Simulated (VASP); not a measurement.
## KBr: single point with PBE

The system is KBr.

```
K Br
1.0
     0.00000    3.29250    3.21019
     3.29250    0.00000    3.21019
     3.29250    3.29250    0.00000
K Br
1 1
Direct
  0.00000 0.00000 0.00000
  0.50000 0.50000 0.50000
```

This cell differs from its parent crystal: strain +0.000 along x and y, -0.025 along z.

| Quantity | Value |
| --- | --- |
| Program | VASP 6.6.1 |
| Task | single point |
| Functional | PBE |
| Potentials or basis | VASP PAW PBE potentials, release 64 (K_sv, Br) |
| Cutoff | 520 eV |
| k mesh | 6 × 6 × 6 |
| Occupations | gaussian, width 0.05 eV |
| Spin | no spin polarisation |
| Dipole correction | no |
| Further INCAR settings | ALGO = Normal; EDIFF = 1e-06; NBANDS = 15 |

| Quantity | Value |
| --- | --- |
| Pressure | 1.4 GPa |
| Band gap on the k mesh | 4.51 eV |

Stress tensor (GPa, compression positive):
```
1.03 0.00 0.00
0.00 1.03 0.00
0.00 0.00 2.07
```

Levels at points of the mesh, in eV from the valence-band top:
```csv
k point,band 4,band 5,band 6,band 7,band 8,band 9,band 10,band 11,band 12,band 13
"(0.00, 0.00, 0.00)",-11.20,-11.20,-0.02,-0.02,0.00,4.51,7.55,7.55,7.71,8.38
"(0.50, 0.00, 0.00)",-11.21,-10.93,-1.26,-0.37,-0.37,6.65,8.34,9.84,9.84,10.06
"(0.50, 0.50, 0.00)",-11.25,-11.25,-0.83,-0.33,-0.33,5.79,7.33,9.45,9.76,9.79
"(0.50, 0.00, 0.50)",-11.25,-11.24,-0.87,-0.30,-0.29,5.83,7.30,9.39,9.63,9.78
```

Wall time 38 s on 1 thread of AMD EPYC 7R13, with other jobs on the host, peak memory 0.18 GiB.

Caveat: the cell differs from its parent crystal (strain +0.000 along x and y, -0.025 along z).
